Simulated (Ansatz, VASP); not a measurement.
# Al: VASP beside Ansatz

Contents of INCAR:

```
SYSTEM = Al
ALGO = Fast
EDIFF = 1E-6
EDIFFG = -0.005
ENCUT = 600
GGA = PS
IBRION = 2
ISIF = 3
ISMEAR = 0
IVDW = 12
LASPH = .TRUE.
LCHARG = .FALSE.
LREAL = .FALSE.
LWAVE = .FALSE.
NELM = 60
NSW = 100
PREC = Accurate
SIGMA = 0.1
```

The input KPOINTS:

```
k-points
0
G
  18 18 18
  0 0 0
```

POSCAR

```
Al
1.0
    0.0000000000      2.0239800000      2.0239800000
    2.0239800000      0.0000000000      2.0239800000
    2.0239800000      2.0239800000      0.0000000000
Al
1
Direct
    0.0000000000      0.0000000000      0.0000000000
```

Input for Ansatz:

```yaml
crystal:
  lattice:
    - [0.0, 2.02398, 2.02398]
    - [2.02398, 0.0, 2.02398]
    - [2.02398, 2.02398, 0.0]
  atoms:
    - { symbol: Al, position: [0.0, 0.0, 0.0] }
basis:
  ecutwfc: 420
kpoints:
  mp_grid: { grid: [18, 18, 18] }
hamiltonian:
  xc: pbesol
  dispersion: d3bj
scf:
  occupations: { method: gaussian, width: 0.1 }
output:
  forces: true
  stress: true
  eigenvalues: true
relax:
  adjacent_minimum: "off"
  f_tol: 0.005
  max_steps: 80
  cell: { stress_tol: 0.05 }
```

Alike in both runs: task relaxation of cell and atoms; functional PBEsol; dispersion D3(BJ); k mesh 18 × 18 × 18; occupations gaussian, width 0.1 eV; no spin polarisation.

|  | VASP | Ansatz |
| --- | --- | --- |
| version | VASP 6.6.1 | Ansatz 0.2.0 |
| potentials or method | VASP PAW PBE potentials, release 64 (Al), cutoff 600 eV | scalar-relativistic, plane waves, PAW |
| valence electrons in the cell | 3 | 3 |

```tsv
	VASP	Ansatz	Ansatz less VASP
gap on the k mesh at the Fermi level, each at its own relaxed structure (eV)	none	none	-
relaxed volume (Å³/atom)	15.56	15.55	-0.005
relaxed cell length with the largest relative difference (Å)	2.802	2.802	-0.0003
```

VASP's potentials were made for PBE, not for PBEsol. A gap of «none» marks a metal or a gap that the smearing closes.
